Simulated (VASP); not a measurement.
LiH3:

```xyz
8
Lattice="-2.1737 2.1737 3.4039 2.1737 -2.1737 3.4039 2.1737 2.1737 -3.4039" Properties=species:S:1:pos:R:3 pbc="T T T"
Li    0.0000    0.0000    1.7056
Li    0.0000    0.0000    5.1022
H     0.0000    2.1737    0.4753
H     2.1737    0.0000    0.4753
H     2.1737    0.0000    2.9286
H     0.0000    2.1737    2.9286
H     0.0000    2.1737    1.7020
H     2.1737    0.0000    1.7020
```

The cell was generated, and may not be a known phase.

* Program: VASP 6.6.1
* Task: relaxation of cell and atoms
* Functional: PBE
* Potentials or basis: VASP PAW PBE potentials, release 64 (Li_sv, H)
* Cutoff: 600 eV
* k mesh: 6 × 6 × 6
* Occupations: gaussian, width 0.1 eV
* Spin: no spin polarisation

At the start: pressure 1.1 GPa; volume 8.04 Å³/atom.

Q: How do energy, volume and symmetry change on relaxing?

A: Over 23 steps the energy falls by 402.8 meV/atom and the volume is 8.86 Å³/atom (+10.1 %); space group P4/mmm (No. 123, to 0.1 Å) before and after.

The path:
| step | energy change (eV) | largest force (eV/Å) | pressure (GPa) | volume (Å³) |
| --- | --- | --- | --- | --- |
| 1 | 0.0000 | 0.2162 | 1.13 | 64.33 |
| 2 | -0.2605 | 0.8236 | 0.77 | 64.82 |
| 3 | -1.2135 | 2.3704 | -0.70 | 65.81 |
| 4 | -2.1338 | 3.2625 | -3.83 | 65.83 |
| 5 | -2.1855 | 3.2672 | -3.80 | 65.92 |
| 6 | -2.3285 | 3.2448 | -3.65 | 66.16 |
| 7 | -2.5504 | 3.0291 | -3.05 | 66.51 |
| 8 | -2.6282 | 1.7703 | -0.38 | 66.67 |
| 9 | -2.6906 | 2.5538 | -2.04 | 66.66 |
| 10 | -2.8496 | 2.1429 | -1.34 | 66.52 |
| 11 | -3.1360 | 0.4106 | 1.34 | 66.06 |
| 12 | -3.1505 | 0.4827 | 2.54 | 65.89 |
| 13 | -3.1523 | 0.2354 | 2.22 | 65.93 |
| 14 | -3.1521 | 0.3194 | 2.33 | 65.92 |
| 15 | -3.1604 | 0.2869 | 2.20 | 66.11 |
| 16 | -3.1816 | 0.1931 | 1.81 | 66.69 |
| 17 | -3.2092 | 0.0155 | 1.12 | 67.83 |
| 18 | -3.2093 | 0.3034 | -0.04 | 70.09 |
| 19 | -3.2180 | 0.1485 | 0.49 | 68.99 |
| 20 | -3.2191 | 0.1222 | 0.69 | 69.37 |
| 21 | -3.2194 | 0.0354 | 0.63 | 69.25 |
| 22 | -3.2208 | 0.0182 | 0.47 | 69.65 |
| 23 | -3.2227 | 0.0335 | 0.00 | 70.84 |

Final structure:
```yaml
crystal:
  lattice:
    - [-1.92361, 1.92361, 4.78629]
    - [1.92361, -1.92361, 4.78629]
    - [1.92361, 1.92361, -4.78629]
  atoms:
    - { symbol: Li, position: [0.25044, 0.25044, 0.00000] }
    - { symbol: Li, position: [0.74956, 0.74956, 0.00000] }
    - { symbol: H, position: [0.53986, 0.03986, 0.50000] }
    - { symbol: H, position: [0.03986, 0.53986, 0.50000] }
    - { symbol: H, position: [0.46014, 0.96014, 0.50000] }
    - { symbol: H, position: [0.96014, 0.46014, 0.50000] }
    - { symbol: H, position: [0.75000, 0.25000, 0.50000] }
    - { symbol: H, position: [0.25000, 0.75000, 0.50000] }
```

Caveat: the cutoff is under 1.25 times the usual one of these potentials, so pressure, stress and relaxed cells hold a basis-set (Pulay) error; a cell axis changed by over 15 % at a fixed basis, so the end point is rough.
